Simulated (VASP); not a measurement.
Crystal: ZnS.

```
Zn S
1.0
     0.00000    2.69410    2.69410
     2.69410    0.00000    2.69410
     2.69410    2.69410    0.00000
Zn S
1 1
Direct
  0.25000 0.25000 0.25000
  0.00000 0.00000 0.00000
```

Base run:

| Item | Value |
| --- | --- |
| Program | VASP 6.6.1 |
| Functional | HF |
| Potentials or basis | VASP PAW PBE potentials, release 64 (Zn, S) |
| Cutoff | 520 eV |
| k mesh | 6 × 6 × 6 |
| Occupations | gaussian, width 0.01 eV |
| Spin | no spin polarisation |

Its results: band gap on the k mesh 10.29 eV; pressure 9.0 GPa.

Problem. The run is repeated on the same cell with these changes: functional from HF to HSE06; share of exact exchange from 1 to 0.25. What comes out?

Solution. Band gap on the k mesh 3.37 eV; pressure 1.6 GPa.

Caveats: the PAW data sets were made with another functional, which shifts forces and pressure a little; the cell stands under pressure (at least some runs).

A k mesh can miss the band edges.
